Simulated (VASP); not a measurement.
# Al (Fm-3m) in VASP: further runs

Runs on Al. Level: HSE06. Tasks: single point.

Program: VASP 6.6.1. These are calculated values, not measurements. Logs are shortened: lines on timing, memory, paths and dates and some standing lists are left out, and cuts for length are marked.

### Step 1. The cell of the first run

It takes space group Fm-3m (No. 225, cubic). The conventional cell has a = 3.929 Å, b = 3.929 Å, c = 3.929 Å, α = 90.00°, β = 90.00°, γ = 90.00°. Al (site symmetry m-3m) has 12 Al at 2.78 Å within 3.7 Å.

### Step 2. Single point, HSE06

Contents of POSCAR:

```
Al
1.0
    0.0000000000      1.9646294290      1.9646294290
    1.9646294290      0.0000000000      1.9646294290
    1.9646294290      1.9646294290      0.0000000000
Al
1
Direct
    0.0000000000      0.0000000000      0.0000000000
```

Contents of INCAR.step1:

```
PREC     = Accurate       # precision mode
ENCUT    = 520            # plane-wave cutoff, eV
EDIFF    = 1E-5           # SCF threshold, eV
ISMEAR   = -1             # smearing method
SIGMA    = 0.1            # smearing width, eV
LREAL    = F              # projectors in reciprocal space
LASPH    = T              # aspherical terms in the spheres
NELM     = 100            # most SCF steps
ALGO     = Normal         # electronic algorithm
ISIF     = 2              # what is computed and relaxed
LWAVE    = T              # write WAVECAR
GGA      = PE             # functional
NBANDS   = 8              # bands
```

Contents of INCAR.step2:

```
PREC     = Accurate       # precision mode
ENCUT    = 520            # plane-wave cutoff, eV
EDIFF    = 1E-6           # SCF threshold, eV
ISMEAR   = -1             # smearing method
SIGMA    = 0.1            # smearing width, eV
LREAL    = F              # projectors in reciprocal space
LASPH    = T              # aspherical terms in the spheres
NELM     = 100            # most SCF steps
ALGO     = Normal         # electronic algorithm
ISIF     = 2              # what is computed and relaxed
LWAVE    = F              # write WAVECAR
LCHARG   = T              # write CHGCAR
GGA      = PE             # functional
LHFCALC  = T              # exact exchange
HFSCREEN = 0.2079         # screening, 1/A
PRECFOCK = Normal       
LELF     = T              # ELF
LVHAR    = T            
ISTART   = 1            
NBANDS   = 8              # bands
```

Contents of KPOINTS:

```
Automatic mesh
0
Gamma
  6 6 6
```

Potentials or basis: VASP PAW PBE potentials, release 64 (Al).

Run with:

```bash
cat potpaw_PBE.64/Al/POTCAR > POTCAR
cp INCAR.step1 INCAR
mpirun -np 1 vasp_std > vasp.out
cp INCAR.step2 INCAR
mpirun -np 1 vasp_std > vasp.out
```

OUTCAR:

```text
PREC = Accurate
   ENCUT = 520
   EDIFF = 1E-6
   ISMEAR = -1
   LREAL = F
   LASPH = T
   NELM = 100
   ISIF = 2
   GGA = PE
   LHFCALC = T
   HFSCREEN = 0.2079
   PRECFOCK = Normal
   ISTART = 1

 ion  position               nearest neighbor table
   1  0.000  0.000  0.000-

  LATTYP: Found a face centered cubic cell.
 ALAT       =     3.9292588580

  Lattice vectors:

 A1 = (   0.0000000000,   1.9646294290,   1.9646294290)
 A2 = (   1.9646294290,   0.0000000000,   1.9646294290)
 A3 = (   1.9646294290,   1.9646294290,   0.0000000000)

Analysis of symmetry for initial positions (statically):
=====================================================================
 Subroutine PRICEL returns:
 Original cell was already a primitive cell.

 Routine SETGRP: Setting up the symmetry group for a
 face centered cubic supercell.

 Subroutine GETGRP returns: Found 48 space group operations
 (whereof 48 operations were pure point group operations)
 out of a pool of 48 trial point group operations.

The static configuration has the point symmetry O_h .

Analysis of symmetry for dynamics (positions and initial velocities):
=====================================================================
 Subroutine PRICEL returns:
 Original cell was already a primitive cell.

 Routine SETGRP: Setting up the symmetry group for a
 face centered cubic supercell.

 Subroutine GETGRP returns: Found 48 space group operations
 (whereof 48 operations were pure point group operations)
 out of a pool of 48 trial point group operations.

The dynamic configuration has the point symmetry O_h .

 Subroutine INISYM returns: Found 48 space group operations
 (whereof 48 operations are pure point group operations),
 and found     1 'primitive' translations

----------------------------------------------------------------------------------------

                                     Primitive cell

  volume of cell :      15.1660

  direct lattice vectors                    reciprocal lattice vectors
     0.000000000  1.964629429  1.964629429    -0.254500921  0.254500921  0.254500921
     1.964629429  0.000000000  1.964629429     0.254500921 -0.254500921  0.254500921
     1.964629429  1.964629429  0.000000000     0.254500921  0.254500921 -0.254500921

[... 78 lines left out ...]
   ISIF   =      2    stress and relaxation
   ISYM   =      3    0-nonsym 1-usesym 2-fastsym
   POTIM  = 0.5000    time-step for ionic-motion
   TEBEG  =    0.0;   TEEND  =   0.0 temperature during run
   PSTRESS=    0.0 pullay stress
   NELECT =       3.0000    total number of electrons
   NUPDOWN=      -1.0000    fix difference up-down
   EMIN   =  10.00;   EMAX   =-10.00  energy-range for DOS
   EFERMI =   0.00;   METHOD = LEGACY
   ISMEAR =    -1;   SIGMA  =   0.10  broadening in eV -4-tet -1-fermi 0-gaus
   EFERMI_NEDOS =   21; number of points for ismear=-14 and -15
   IALGO  =     38    algorithm
   IMIX   =      1    mixing-type and parameters
     AMIX     =   0.40;   BMIX     =  1.00
     AMIX_MAG =   1.60;   BMIX_MAG =  1.00
  volume/ion in A,a.u.               =      15.17       102.35
  Fermi-wavevector in a.u.,A,eV,Ry     =   0.953875  1.802562 12.379624  0.909877
  Thomas-Fermi vector in A             =   2.082570
   LORBIT       =      0    0 simple, 1 ext, 2 COOP (PROOUT), +10 PAW based schemes
   GGA     = PE    functional components
   LHFCALC =     T    Hartree Fock is set to
   PRECFOCK=normal    Normal, Fast or Accurate (Low or Medium for compatibility)
   ENCUT4O =  -1.0   cutoff for four orbital integrals eV
   NKREDX  =     1    reduce k-point grid by
   NKREDY  =     1    reduce k-point grid by
   NKREDZ  =     1    reduce k-point grid by
   AEXX    =    0.2500 exact exchange contribution
   HFSCREEN=    0.2079 screening length (either q_TF or 0.3 A-1)
   HFSCREENC=   0.2079 screening length for correlation (either q_TF or 0.3 A-1)
   ENCUTFOCK=  -1.0 apply spherical cutoff to Coloumb kernel
   IVDW    =     0    specifies the selected vdW correction
   LEPSILON=     F    determine dielectric tensor
   LRPA    =     F    only Hartree local field effects (RPA)
 non-spin polarized calculation
  energy-cutoff  :      520.00
  volume of cell :       15.17
 maximum number of plane-waves:       419
 NGX is ok and might be reduce to    24
  NGX = 16; NGY = 16; NGZ = 16

 number of electron       3.0000000 magnetization

 Free energy of the ion-electron system (eV)
  ---------------------------------------------------
  ext. energy  EPLUGINS =         0.00000000
  ---------------------------------------------------
  free energy    TOTEN  =        -4.15609895 eV

  energy without entropy =       -4.14466724  energy(sigma->0) =       -4.15038310

 E-fermi :   9.4245     XC(G=0):  -8.6499

 val. band max:        8.2111992870   @ k =  -0.3333   0.5000   0.1667
 cond. band min:       9.4960708952   @ k =   0.3333   0.0000   0.0000
 fundamental gap:      1.2848716082
 Fermi energy:         9.4244983722

 k-point     1 :       0.0000    0.0000    0.0000
  band No.  band energies     occupation
      1      -4.4540      2.00000
      2      23.1202      0.00000
      3      23.1202      0.00000
      4      23.1202      0.00000
      5      25.2988      0.00000
      6      25.2988      0.00000
      7      25.2988      0.00000
      8      26.9944      0.00000
[... 155 lines left out ...]
 k-point    16 :      -0.3333    0.5000    0.1667
  band No.  band energies     occupation
      1       6.3926      2.00000
      2       8.2112      1.99999
      3       9.7758      0.05788
      4      12.0331      0.00000
      5      22.4435      0.00000
      6      24.7961      0.00000
      7      31.3002      0.00000
      8      32.6262      0.00000

------------------------ aborting loop because EDIFF is reached ----------------------------------------

  FORCE on cell =-STRESS in cart. coord.  units (eV):
  Direction    XX          YY          ZZ          XY          YZ          ZX
  --------------------------------------------------------------------------------------
  -------------------------------------------------------------------------------------
  Total        0.7046382      0.7046382      0.7046382     -0.0000000      0.0000000      0.0000000
  in kB       74.4397363     74.4397363     74.4397363     -0.0000000      0.0000000      0.0000000
  external PRESSURE =      74.4397363 kB  Pullay stress =       0.0000000 kB

 VOLUME and BASIS-vectors are now :
 -----------------------------------------------------------------------------
  energy-cutoff  :      520.00
  volume of cell :       15.17
      direct lattice vectors                 reciprocal lattice vectors
     0.000000000  1.964629429  1.964629429    -0.254500921  0.254500921  0.254500921
     1.964629429  0.000000000  1.964629429     0.254500921 -0.254500921  0.254500921
     1.964629429  1.964629429  0.000000000     0.254500921  0.254500921 -0.254500921

 POSITION                                       TOTAL-FORCE (eV/Angst)
 -----------------------------------------------------------------------------------
      0.00000      0.00000      0.00000         0.000000     -0.000000     -0.000000
 -----------------------------------------------------------------------------------
    total drift:                               -0.000165     -0.000216     -0.000224

  FREE ENERGIE OF THE ION-ELECTRON SYSTEM (eV)
  ---------------------------------------------------
  free  energy   TOTEN  =        -4.1560989545 eV

  energy  without entropy=       -4.1446672359  energy(sigma->0) =       -4.15038310
```

OUTCAR.step1:

```text
PREC = Accurate
   ENCUT = 520
   EDIFF = 1E-5
   ISMEAR = -1
   LREAL = F
[... 381 lines left out ...]

 POSITION                                       TOTAL-FORCE (eV/Angst)
 -----------------------------------------------------------------------------------
      0.00000      0.00000      0.00000         0.000000      0.000000      0.000000
 -----------------------------------------------------------------------------------
    total drift:                                0.000000      0.000000     -0.000000

  FREE ENERGIE OF THE ION-ELECTRON SYSTEM (eV)
  ---------------------------------------------------
  free  energy   TOTEN  =        -3.7847418131 eV

  energy  without entropy=       -3.7727165993  energy(sigma->0) =       -3.77872921
```

OSZICAR.step1:

```text
N       E                     dE             d eps       ncg     rms          rms(c)
DAV:   1    -0.217706159751E+01   -0.21771E+01   -0.85842E+02   256   0.204E+02
DAV:   2    -0.380104521345E+01   -0.16240E+01   -0.16215E+01   352   0.202E+01
DAV:   3    -0.380880796292E+01   -0.77627E-02   -0.77620E-02   352   0.168E+00
DAV:   4    -0.380881142929E+01   -0.34664E-05   -0.34664E-05   376   0.360E-02
DAV:   5    -0.380881143519E+01   -0.58946E-08   -0.57946E-08   312   0.115E-03    0.144E+00
DAV:   6    -0.379481612542E+01    0.13995E-01   -0.12706E-03   368   0.168E-01    0.832E-01
DAV:   7    -0.378474662717E+01    0.10069E-01   -0.38686E-03   336   0.274E-01    0.162E-01
DAV:   8    -0.378474181308E+01    0.48141E-05   -0.11571E-05   320   0.238E-02
   1 F= -.37847418E+01 E0= -.37787292E+01  d E =-.120252E-01
```

Run time: 2.4 min. Hardware: 1 thread of AMD EPYC 7R13, shared host; peak memory 0.2 GiB.

Results:

```
Free energy            : -4.1561 eV
Pressure               : 7.4 GPa
Band gap on the k mesh : zero (an odd number of electrons rules out a gap without spin polarisation)
```

Levels at points of the mesh, in eV from the Fermi level:
```tsv
k point	band 1	band 2	band 3	band 4	band 5
(0.00, 0.00, 0.00)	-13.88	13.70	13.70	13.70	15.87
(0.50, 0.00, 0.00)	-6.20	-5.67	12.38	12.38	12.87
(0.50, 0.50, 0.00)	-4.15	-2.28	5.39	6.17	6.17
```

Caveat: the k points lie up to 0.46 Å⁻¹ apart, too coarse for converged energies and pressures of a metal; the PAW data sets were made with another functional, which shifts forces and pressure a little.

### Step 3. Single point, HSE06

POSCAR is that of step 2.

Contents of INCAR.step1:

```
SYSTEM = Al
PREC     = Accurate       ! precision mode
ENCUT    = 520            ! plane-wave cutoff, eV
EDIFF    = 1E-5           ! SCF threshold, eV
ISMEAR   = -1             ! smearing method
SIGMA    = 0.1            ! smearing width, eV
LREAL    = .FALSE.        ! projectors in reciprocal space
LASPH    = .TRUE.         ! aspherical terms in the spheres
NELM     = 100            ! most SCF steps
ALGO     = Normal         ! electronic algorithm
ISIF     = 2              ! what is computed and relaxed
LWAVE    = .TRUE.         ! write WAVECAR
LCHARG   = .FALSE.        ! write CHGCAR
GGA      = PE             ! functional
NBANDS   = 8              ! bands
```

Contents of INCAR.step2:

```
SYSTEM = Al
PREC     = Accurate       ! precision mode
ENCUT    = 520            ! plane-wave cutoff, eV
EDIFF    = 1E-6           ! SCF threshold, eV
ISMEAR   = -1             ! smearing method
SIGMA    = 0.1            ! smearing width, eV
LREAL    = .FALSE.        ! projectors in reciprocal space
LASPH    = .TRUE.         ! aspherical terms in the spheres
NELM     = 100            ! most SCF steps
ALGO     = Normal         ! electronic algorithm
ISIF     = 2              ! what is computed and relaxed
LWAVE    = .FALSE.        ! write WAVECAR
LCHARG   = .FALSE.        ! write CHGCAR
GGA      = PE             ! functional
LHFCALC  = .TRUE.         ! exact exchange
HFSCREEN = 0.2079         ! screening, 1/A
PRECFOCK = Normal       
ISTART   = 1            
NBANDS   = 8              ! bands
```

Contents of KPOINTS:

```
regular mesh
0
G
  6 6 6
  0 0 0
```

Potentials or basis: VASP PAW PBE potentials, release 64 (Al).

Run with:

```bash
cat potpaw_PBE.64/Al/POTCAR > POTCAR
cp INCAR.step1 INCAR
mpirun -np 1 vasp_std > vasp.out
cp INCAR.step2 INCAR
mpirun -np 1 vasp_std > vasp.out
```

It took 2.4 min on 1 thread of AMD EPYC 7R13, shared host; peak memory 0.2 GiB.

It converged, with:

| Property | Result |
| --- | --- |
| Free energy | -4.1561 eV |
| Pressure | 7.4 GPa |
| Band gap on the k mesh | zero (an odd number of electrons rules out a gap without spin polarisation) |

Levels at points of the mesh, in eV from the Fermi level:
```tsv
k point	band 1	band 2	band 3	band 4
(0.00, 0.00, 0.00)	-13.88	13.70	13.70	13.70
(0.50, 0.00, 0.00)	-6.20	-5.67	12.38	12.38
(0.50, 0.50, 0.00)	-4.15	-2.28	5.39	6.17
```

Caveat: the k points lie up to 0.46 Å⁻¹ apart, too coarse for converged energies and pressures of a metal; the PAW data sets were made with another functional, which shifts forces and pressure a little.

The gap in the log of VASP goes by the Fermi energy; the results here count the filled bands.